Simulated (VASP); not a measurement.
A run of VASP 6.6.1:

The input INCAR:

```
PREC = Accurate ; ENCUT = 910
EDIFF = 1E-6 ; ISMEAR = 0
SIGMA = 0.01 ; LREAL = False
LASPH = True ; NELM = 120
ALGO = Normal ; ISIF = 2
LWAVE = False ; LCHARG = False
GGA = PS ; NBANDS = 28
GGA_COMPAT = False
```

The input KPOINTS:

```
Automatic mesh
0
Gamma
  6 6 6
```

File POSCAR:

```
BaTiO3
1.0
    2.7891542689      1.6103189646      2.2870600072
   -2.7891542689      1.6103189646      2.2870600072
    0.0000000000     -3.2206379292      2.2870600072
Ba Ti O
1 1 3
Direct
    0.0000000000      0.0000000000      0.0000000000
    0.4845000000      0.4845000000      0.4845000000
    0.5086000000      0.5086000000      0.0175000000
    0.0175000000      0.5086000000      0.5086000000
    0.5086000000      0.0175000000      0.5086000000
```

Potentials or basis: VASP PAW PBE potentials, release 64 (Ba_sv, Ti_sv, O_h).

Run with:

```bash
$ cat potpaw_PBE.64/Ba_sv/POTCAR potpaw_PBE.64/Ti_sv/POTCAR potpaw_PBE.64/O_h/POTCAR > POTCAR
$ mpirun -np 1 vasp_std > vasp.out
```

Hardware: 1 thread of Intel(R) Xeon(R) 6975P-C (Granite Rapids), with other jobs on the host.

**Question.** Estimate the wall time of this run.

**Answer.** Wall time 75 s on 1 thread of Intel(R) Xeon(R) 6975P-C (Granite Rapids), on a shared host, peak memory 0.34 GiB. Counts: scf iterations 15, k points 32.
